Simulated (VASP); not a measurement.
Input of a VASP 6.6.1 run:

INCAR

```
  ALGO = Normal
  EDIFF = 1E-6
  EDIFFG = -0.01
  ENCUT = 600
  GGA = PS
  IBRION = 2
  ISIF = 8
  ISMEAR = -1
  LASPH = T
  LCHARG = F
  LREAL = F
  LWAVE = F
  NELM = 80
  NSW = 80
  PREC = Accurate
  SIGMA = 0.1
```

File KPOINTS:

```
k-points
0
Gamma
  6 6 4
```

Contents of POSCAR:

```
BiPd
1.0
    4.2300000000      0.0000000000      0.0000000000
   -2.1150000000      3.6632870000      0.0000000000
    0.0000000000      0.0000000000      5.6900000000
Bi Pd
2 2
Direct
    0.3333333333      0.6666666667      0.2500000000
    0.6666666667      0.3333333333      0.7500000000
    0.0000000000      0.0000000000      0.0000000000
    0.0000000000      0.0000000000      0.5000000000
```

Potentials or basis: VASP PAW PBE potentials, release 64 (Bi_d, Pd).

Launch:

```sh
$ cat potpaw_PBE.64/Bi_d/POTCAR potpaw_PBE.64/Pd/POTCAR > POTCAR
$ mpirun -np 1 vasp_std > vasp.out
```

Task: Predict the relaxed volume.

Result: 22.15 Å³/atom.

Task: Predict the space group after relaxing (to 0.05 Å).

Result: P6_3/mmc (No. 194).

Stress tensor (GPa, compression positive):
```
 0.38  0.00  0.00
 0.00  0.38  0.00
 0.00  0.00 -0.70
```

Caveat: the PAW data sets were made with another functional, which shifts forces and pressure a little. Zero-point motion and thermal expansion aren't in these numbers.
